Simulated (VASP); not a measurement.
# Sn5PbSe6 (P4/mmm) in VASP: relaxation of cell and atoms with PBE

Aim: the relaxation of cell and atoms of Sn5PbSe6 with PBE.

All numbers are computed with VASP 6.6.1; they aren't measurements. Logs are shortened: lines on timing, memory, paths and dates and some standing lists are left out, and cuts for length are marked.

### 1 The cell of the first run

The structure is tetragonal, space group P4/mmm (No. 123). The conventional cell has a = 4.315 Å, b = 4.315 Å, c = 18.307 Å, α = 90.00°, β = 90.00°, γ = 90.00°. Within 4.0 Å of Sn (site symmetry 4mm) lie 6 Se at 3.05 Å. Within 4.0 Å of Sn (site symmetry 4mm) lie 6 Se at 3.05 Å. Within 4.0 Å of Sn (site symmetry 4/mmm) lie 6 Se at 3.05 Å. Pb (site symmetry 4/mmm) has 6 Se at 3.05 Å within 4.0 Å. Se (site symmetry 4mm) has 5 Sn at 3.05 Å and 1 Pb at 3.05 Å within 4.0 Å. Se (site symmetry 4/mmm) has 4 Pb at 3.05 Å and 2 Sn at 3.05 Å within 4.0 Å. Within 4.0 Å of Se (site symmetry 4mm) lie 6 Sn at 3.05 Å. Se (site symmetry 4/mmm) has 6 Sn at 3.05 Å within 4.0 Å.

### 2 Relaxation of cell and atoms, PBE

File INCAR:

```
SYSTEM = Sn5PbSe6
PREC = Accurate
ENCUT = 500
EDIFF = 1E-7
ISMEAR = 0
SIGMA = 0.02
LREAL = .False.
LASPH = .True.
NELM = 120
ALGO = Normal
ISIF = 3
LWAVE = .False.
LCHARG = .False.
GGA = PE
IBRION = 2
NSW = 100
EDIFFG = -0.01
GGA_COMPAT = .False.
NELMIN = 4
KPAR = 4
```

File KPOINTS:

```
Automatic mesh
0
Gamma
  8 8 2
  0 0 0
```

File POSCAR:

```
Sn5PbSe6
1.0
    4.3151051300      0.0000000000      0.0000000000
    0.0000000000      4.3151051300      0.0000000000
    0.0000000000      0.0000000000     18.3074405900
Sn Pb Se
5 1 6
Direct
    0.0000000000      0.0000000000      0.8333333300
    0.5000000000      0.5000000000      0.6666666700
    0.5000000000      0.5000000000      0.3333333300
    0.0000000000      0.0000000000      0.1666666700
    0.5000000000      0.5000000000      0.0000000000
    0.0000000000      0.0000000000      0.5000000000
    0.0000000000      0.0000000000      0.6666666700
    0.5000000000      0.5000000000      0.5000000000
    0.0000000000      0.0000000000      0.3333333300
    0.5000000000      0.5000000000      0.1666666700
    0.0000000000      0.0000000000      0.0000000000
    0.5000000000      0.5000000000      0.8333333300
```

Potentials or basis: VASP PAW PBE potentials, release 64 (Sn_d, Pb_d, Se).

Command:

```
$ cat potpaw_PBE.64/Sn_d/POTCAR potpaw_PBE.64/Pb_d/POTCAR potpaw_PBE.64/Se/POTCAR > POTCAR
$ mpirun -np 4 vasp_std > vasp.out
```

OUTCAR:

```text
SYSTEM = Sn5PbSe6
   PREC = Accurate
   ENCUT = 500
   EDIFF = 1E-7
   ISMEAR = 0
   LREAL = .False.
   LASPH = .True.
   NELM = 120
   ISIF = 3
   GGA = PE
   IBRION = 2
   NSW = 100
   EDIFFG = -0.01
   NELMIN = 4

 ion  position               nearest neighbor table
   1  0.000  0.000  0.833-   7 3.05  12 3.05  12 3.05  12 3.05  12 3.05  11 3.05
   2  0.500  0.500  0.667-  12 3.05   7 3.05   7 3.05   7 3.05   7 3.05   8 3.05
   3  0.500  0.500  0.333-  10 3.05   9 3.05   9 3.05   9 3.05   9 3.05   8 3.05
   4  0.000  0.000  0.167-   9 3.05  10 3.05  10 3.05  10 3.05  10 3.05  11 3.05
   5  0.500  0.500  0.000-  11 3.05  11 3.05  11 3.05  11 3.05  12 3.05  10 3.05
   6  0.000  0.000  0.500-   8 3.05   8 3.05   8 3.05   8 3.05   9 3.05   7 3.05
   7  0.000  0.000  0.667-   1 3.05   2 3.05   2 3.05   2 3.05   2 3.05   6 3.05
   8  0.500  0.500  0.500-   6 3.05   6 3.05   6 3.05   6 3.05   2 3.05   3 3.05
   9  0.000  0.000  0.333-   4 3.05   3 3.05   3 3.05   3 3.05   3 3.05   6 3.05
  10  0.500  0.500  0.167-   3 3.05   4 3.05   4 3.05   4 3.05   4 3.05   5 3.05
  11  0.000  0.000  0.000-   5 3.05   5 3.05   5 3.05   5 3.05   1 3.05   4 3.05
  12  0.500  0.500  0.833-   2 3.05   1 3.05   1 3.05   1 3.05   1 3.05   5 3.05

  LATTYP: Found a simple tetragonal cell.
 ALAT       =     4.3151051300
 C/A-ratio  =     4.2426406863

  Lattice vectors:

 A1 = (   4.3151051300,   0.0000000000,   0.0000000000)
 A2 = (   0.0000000000,   4.3151051300,   0.0000000000)
 A3 = (   0.0000000000,   0.0000000000,  18.3074405900)

Analysis of symmetry for initial positions (statically):
=====================================================================
 Subroutine PRICEL returns:
 Original cell was already a primitive cell.

 Routine SETGRP: Setting up the symmetry group for a
 simple tetragonal supercell.

 Subroutine GETGRP returns: Found 16 space group operations
 (whereof 16 operations were pure point group operations)
 out of a pool of 16 trial point group operations.

The static configuration has the point symmetry D_4h.

Analysis of symmetry for dynamics (positions and initial velocities):
=====================================================================
 Subroutine PRICEL returns:
 Original cell was already a primitive cell.

 Routine SETGRP: Setting up the symmetry group for a
 simple tetragonal supercell.

 Subroutine GETGRP returns: Found 16 space group operations
 (whereof 16 operations were pure point group operations)
 out of a pool of 16 trial point group operations.

The dynamic configuration has the point symmetry D_4h.

 Subroutine INISYM returns: Found 16 space group operations
 (whereof 16 operations are pure point group operations),
 and found     1 'primitive' translations

----------------------------------------------------------------------------------------

                                     Primitive cell

  volume of cell :     340.8870

  direct lattice vectors                    reciprocal lattice vectors
     4.315105130  0.000000000  0.000000000     0.231744064  0.000000000  0.000000000
     0.000000000  4.315105130  0.000000000     0.000000000  0.231744064  0.000000000
     0.000000000  0.000000000 18.307440590     0.000000000  0.000000000  0.054622600

  length of vectors
     4.315105130  4.315105130 18.307440590     0.231744064  0.231744064  0.054622600

  position of ions in fractional coordinates (direct lattice)
     0.000000000  0.000000000  0.833333330
     0.500000000  0.500000000  0.666666670
     0.500000000  0.500000000  0.333333330
     0.000000000  0.000000000  0.166666670
     0.500000000  0.500000000  0.000000000
     0.000000000  0.000000000  0.500000000
     0.000000000  0.000000000  0.666666670
     0.500000000  0.500000000  0.500000000
     0.000000000  0.000000000  0.333333330
     0.500000000  0.500000000  0.166666670
     0.000000000  0.000000000  0.000000000
     0.500000000  0.500000000  0.833333330

  ion indices of the primitive-cell ions
   primitive index   ion index
                 1           1
                 2           2
                 3           3
                 4           4
                 5           5
                 6           6
                 7           7
                 8           8
                 9           9
                10          10
                11          11
                12          12

----------------------------------------------------------------------------------------

 KPOINTS: Automatic mesh

Automatic generation of k-mesh.
 Grid dimensions read from file:
 generate k-points for:    8    8    2

 Generating k-lattice:

  Cartesian coordinates                     Fractional coordinates (reciprocal lattice)
     0.028968008  0.000000000  0.000000000     0.125000000  0.000000000  0.000000000
     0.000000000  0.028968008  0.000000000     0.000000000  0.125000000  0.000000000
     0.000000000  0.000000000  0.027311300     0.000000000  0.000000000  0.500000000

  Length of vectors
     0.028968008  0.028968008  0.027311300

  Shift w.r.t. Gamma in fractional coordinates (k-lattice)
     0.000000000  0.000000000  0.000000000

 Subroutine IBZKPT returns following result:
 ===========================================

 Found     30 irreducible k-points:

 Following reciprocal coordinates:
            Coordinates               Weight
  0.000000  0.000000  0.000000      1.000000
  0.125000  0.000000  0.000000      4.000000
  0.250000  0.000000  0.000000      4.000000
  0.375000  0.000000  0.000000      4.000000
  0.500000  0.000000  0.000000      2.000000
  0.125000  0.125000  0.000000      4.000000
[... 16 lines left out ...]
  0.375000  0.125000  0.500000      8.000000
  0.500000  0.125000  0.500000      4.000000
 [... further k-points ...]
   k-points           NKPTS =     30   k-points in BZ     NKDIM =     30   number of bands    NBANDS=     72
   number of dos      NEDOS =    301   number of ions     NIONS =     12
   total plane-waves  NPLWV = 143360
   dimension x,y,z NGX =    32 NGY =   32 NGZ =  140
   dimension x,y,z NGXF=    64 NGYF=   64 NGZF=  280
   ions per type =               5   1   6
   NGX,Y,Z   is equivalent  to a cutoff of  12.33, 12.33, 12.71 a.u.
   NGXF,Y,Z  is equivalent  to a cutoff of  24.66, 24.66, 25.43 a.u.
 SYSTEM =  Sn5PbSe6
   PREC   = accura    normal or accurate (medium, high low for compatibility)
   ISTART =      0    job   : 0-new  1-cont  2-samecut
   ICHARG =      2    charge: 1-file 2-atom 10-const
   ISPIN  =      1    spin polarized calculation?
   LNONCOLLINEAR =      F non collinear calculations
   LSORBIT =      F    spin-orbit coupling
   LASPH  =      T    aspherical Exc in radial PAW
   ENCUT  =  500.0 eV  36.75 Ry    6.06 a.u.   7.87  7.87 33.38*2*pi/ulx,y,z
   NELM   =    120;   NELMIN=  4; NELMDL= -5     # of ELM steps
   EDIFF  = 0.1E-06   stopping-criterion for ELM
   LREAL  =      F    real-space projection
   EDIFFG = -.1E-01   stopping-criterion for IOM
   NSW    =    100    number of steps for IOM
   IBRION =      2    ionic relax: 0-MD 1-quasi-New 2-CG
   NFREE  =      1    steps in history (QN), initial steepest desc. (CG)
   ISIF   =      3    stress and relaxation
   ISYM   =      2    0-nonsym 1-usesym 2-fastsym
   POTIM  = 0.5000    time-step for ionic-motion
   TEBEG  =    0.0;   TEEND  =   0.0 temperature during run
   PSTRESS=    0.0 pullay stress
   NELECT =     120.0000    total number of electrons
   NUPDOWN=      -1.0000    fix difference up-down
   EMIN   =  10.00;   EMAX   =-10.00  energy-range for DOS
   EFERMI =   0.00;   METHOD = LEGACY
   ISMEAR =     0;   SIGMA  =   0.02  broadening in eV -4-tet -1-fermi 0-gaus
   EFERMI_NEDOS =   21; number of points for ismear=-14 and -15
   IALGO  =     38    algorithm
   IMIX   =      4    mixing-type and parameters
     AMIX     =   0.40;   BMIX     =  1.00
     AMIX_MAG =   1.60;   BMIX_MAG =  1.00
  volume/ion in A,a.u.               =      28.41       191.70
  Fermi-wavevector in a.u.,A,eV,Ry     =   1.155931  2.184392 18.179774  1.336176
  Thomas-Fermi vector in A             =   2.292555
   LORBIT       =      0    0 simple, 1 ext, 2 COOP (PROOUT), +10 PAW based schemes
   GGA     = PE    functional components
   LHFCALC =     F    Hartree Fock is set to
   AEXX    =    0.0000 exact exchange contribution
   IVDW    =     0    specifies the selected vdW correction
   LEPSILON=     F    determine dielectric tensor
   LRPA    =     F    only Hartree local field effects (RPA)
 conjugate gradient relaxation of ions
 non-spin polarized calculation
 Gauss-broadening in eV      SIGMA  =   0.02
  energy-cutoff  :      500.00
  volume of cell :      340.89
 maximum number of plane-waves:      8688
 NGX is ok and might be reduce to    32
   NGX = 15   NGY = 15   NGZ = 67

--------------------------------------- Ionic step        1  -------------------------------------------

 number of electron     120.0000043 magnetization

 Free energy of the ion-electron system (eV)
  ---------------------------------------------------
  ext. energy  EPLUGINS =         0.00000000
  ---------------------------------------------------
  free energy    TOTEN  =       -49.23989165 eV

  energy without entropy =      -49.23989165  energy(sigma->0) =      -49.23989165

------------------------ aborting loop because EDIFF is reached ----------------------------------------

  FORCE on cell =-STRESS in cart. coord.  units (eV):
  Direction    XX          YY          ZZ          XY          YZ          ZX
  --------------------------------------------------------------------------------------
  -------------------------------------------------------------------------------------
  Total       -0.7468732     -0.7468732     -0.6537919      0.0000000      0.0000000     -0.0000000
  in kB       -3.5103228     -3.5103228     -3.0728386      0.0000000      0.0000000     -0.0000000
  external PRESSURE =      -3.3644948 kB  Pullay stress =       0.0000000 kB
[... 119 lines left out ...]
  FREE ENERGIE OF THE ION-ELECTRON SYSTEM (eV)
  ---------------------------------------------------
  free  energy   TOTEN  =       -49.2462239902 eV

  energy  without entropy=      -49.2462239902  energy(sigma->0) =      -49.24622399

[... ionic steps 4 to 8 ...]

--------------------------------------- Ionic step        9  -------------------------------------------

 number of electron     120.0000051 magnetization

------------------------ aborting loop because EDIFF is reached ----------------------------------------

  FORCE on cell =-STRESS in cart. coord.  units (eV):
  Direction    XX          YY          ZZ          XY          YZ          ZX
  --------------------------------------------------------------------------------------
  -------------------------------------------------------------------------------------
  Total        0.1082366      0.1082366      0.0440537      0.0000000     -0.0000000     -0.0000000
  in kB        0.5129063      0.5129063      0.2087595      0.0000000     -0.0000000     -0.0000000
  external PRESSURE =       0.4115240 kB  Pullay stress =       0.0000000 kB
[... 77 lines left out ...]
  energy  without entropy=      -49.2547713853  energy(sigma->0) =      -49.25477139

--------------------------------------- Ionic step       11  -------------------------------------------

 number of electron     120.0000051 magnetization

 Free energy of the ion-electron system (eV)
  ---------------------------------------------------
  ext. energy  EPLUGINS =         0.00000000
  ---------------------------------------------------
  free energy    TOTEN  =       -49.25479492 eV

  energy without entropy =      -49.25479492  energy(sigma->0) =      -49.25479492

 E-fermi :   5.4600     XC(G=0):  -9.4710

 val. band max:        5.3098531251   @ k =   0.5000   0.0000   0.5000
 cond. band min:       5.5622003147   @ k =   0.5000   0.0000   0.5000
 fundamental gap:      0.2523471897
 Fermi energy:         5.4599793464

 k-point     1 :       0.0000    0.0000    0.0000
  band No.  band energies     occupation
      1     -16.3826      2.00000
      2     -16.3745      2.00000
      3     -16.3720      2.00000
      4     -16.3715      2.00000
      5     -16.3659      2.00000
      6     -16.3659      2.00000
[... 1789 lines left out ...]
     71       7.9136      0.00000
     72       7.9531      0.00000

 [... further k-points ...]
[... 5 lines left out ...]
  --------------------------------------------------------------------------------------
  -------------------------------------------------------------------------------------
  Total       -0.0289227     -0.0289227     -0.0655489      0.0000000     -0.0000000     -0.0000000
  in kB       -0.1368828     -0.1368828     -0.3102242      0.0000000     -0.0000000     -0.0000000
  external PRESSURE =      -0.1946633 kB  Pullay stress =       0.0000000 kB
[... 27 lines left out ...]
  FREE ENERGIE OF THE ION-ELECTRON SYSTEM (eV)
  ---------------------------------------------------
  free  energy   TOTEN  =       -49.2547949157 eV

  energy  without entropy=      -49.2547949157  energy(sigma->0) =      -49.25479492

 reached required accuracy - stopping structural energy minimisation
```

It took 17 min on 4 MPI ranks of Intel Xeon 6975P-C (Granite Rapids), shared host; peak memory 0.76 GiB.

Results:

```
Free energy                            : -49.2548 eV
Relaxed volume                         : 28.21 Å³/atom
Relaxed cell                           : a = 4.305 Å, b = 4.305 Å, c = 18.269 Å, α = 90.00°, β = 90.00°, γ = 90.00°
Space group after relaxing (to 0.05 Å) : P4/mmm (No. 123)
Energy gained by relaxing              : 1.2 meV/atom
Ionic steps                            : 11
Pressure after relaxing                : 0.0 GPa
Largest force after relaxing           : 0.004 eV/Å
Band gap on the k mesh                 : 0.25 eV, direct
```

Forces on the atoms (eV/Å):
```
Sn   0.000  0.000  0.004
Sn   0.000  0.000 -0.001
Sn   0.000  0.000  0.001
Sn   0.000  0.000 -0.004
Sn   0.000  0.000  0.000
Pb   0.000  0.000  0.000
Se   0.000  0.000 -0.003
Se   0.000  0.000  0.000
Se   0.000  0.000  0.003
Se   0.000  0.000  0.003
Se   0.000  0.000  0.000
Se   0.000  0.000 -0.003
```

The path:
```tsv
step	energy change (eV)	largest force (eV/Å)	pressure (GPa)	volume (Å³)
1	0.0000	0.2023	-0.34	340.89
2	-0.0061	0.1653	0.07	337.95
3	-0.0063	0.1568	0.17	337.30
4	-0.0098	0.1074	0.11	337.62
5	-0.0133	0.0584	0.00	338.40
6	-0.0140	0.0419	-0.01	338.43
7	-0.0146	0.0285	-0.02	338.51
8	-0.0148	0.0195	0.03	338.16
9	-0.0148	0.0180	0.04	338.10
10	-0.0149	0.0101	0.02	338.26
11	-0.0149	0.0043	-0.02	338.53
```

Final structure:
```
CELL_PARAMETERS angstrom
4.30464 0.00000 0.00000
0.00000 4.30464 0.00000
0.00000 0.00000 18.26947
ATOMIC_POSITIONS crystal
Sn 0.00000 0.00000 0.83420
Sn 0.50000 0.50000 0.66802
Sn 0.50000 0.50000 0.33198
Sn 0.00000 0.00000 0.16580
Sn 0.50000 0.50000 0.00000
Pb 0.00000 0.00000 0.50000
Se 0.00000 0.00000 0.66996
Se 0.50000 0.50000 0.50000
Se 0.00000 0.00000 0.33004
Se 0.50000 0.50000 0.16624
Se 0.00000 0.00000 0.00000
Se 0.50000 0.50000 0.83376
```

Caveat: spin-orbit coupling is left out, which moves the levels of the heavy elements.
